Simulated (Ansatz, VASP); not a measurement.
# KMgF3 in VASP and in Ansatz

INCAR

```
SYSTEM = KMgF3
PREC = Accurate
ENCUT = 600
EDIFF = 1E-6
ISMEAR = 0
SIGMA = 0.01
LREAL = .False.
LASPH = .True.
NELM = 120
ALGO = Normal
ISIF = 2
LWAVE = .False.
LCHARG = .False.
GGA = PE
NBANDS = 24
GGA_COMPAT = .False.
```

File KPOINTS:

```
regular mesh
0
Gamma
  4 4 4
  0 0 0
```

POSCAR

```
KMgF3
1.0
    3.9859000000      0.0000000000      0.0000000000
    0.0000000000      3.9859000000      0.0000000000
    0.0000000000      0.0000000000      3.9859000000
K Mg F
1 1 3
Direct
    0.5000000000      0.5000000000      0.5000000000
    0.0000000000      0.0000000000      0.0000000000
    0.5000000000      0.0000000000      0.0000000000
    0.0000000000      0.0000000000      0.5000000000
    0.0000000000      0.5000000000      0.0000000000
```

Input for Ansatz:

```yaml
crystal:
  lattice:
    bravais: cubic
    a: 3.9859
  space_group: 221
  atoms:
    - { symbol: K, position: [0.5, 0.5, 0.5] }
    - { symbol: Mg, position: [0.0, 0.0, 0.0] }
    - { symbol: F, position: [0.5, 0.0, 0.0] }
kpoints:
  mp_grid:
    grid: [4, 4, 4]
    shift: [0.0, 0.0, 0.0]
hamiltonian:
  xc: pbe
  pseudopotentials:
    kind: paw
scf:
  occupations:
    method: fixed
output:
  optics:
    de: 0.05
    nscf_kmesh:
      grid: [6, 6, 6]
```

Alike in both runs: task single point; functional PBE; k mesh 4 × 4 × 4; no spin polarisation.

```csv
,VASP,Ansatz
version,VASP 6.6.1,Ansatz 0.2.0
potentials or method,"VASP PAW PBE potentials, release 64 (K_sv, Mg, F)","plane waves, PAW"
plane-wave cutoff (eV),600,420
occupations,"gaussian, width 0.01 eV",fixed
valence electrons in the cell,32,40
```

|  | VASP | Ansatz | Ansatz less VASP |
| --- | --- | --- | --- |
| gap on the k mesh at the Fermi level (eV) | 7.31 | 7.33 | +0.028 |

VASP's potentials hold 32 valence electrons a cell and Ansatz's 40, so a difference there can come from the potentials and not from the codes.
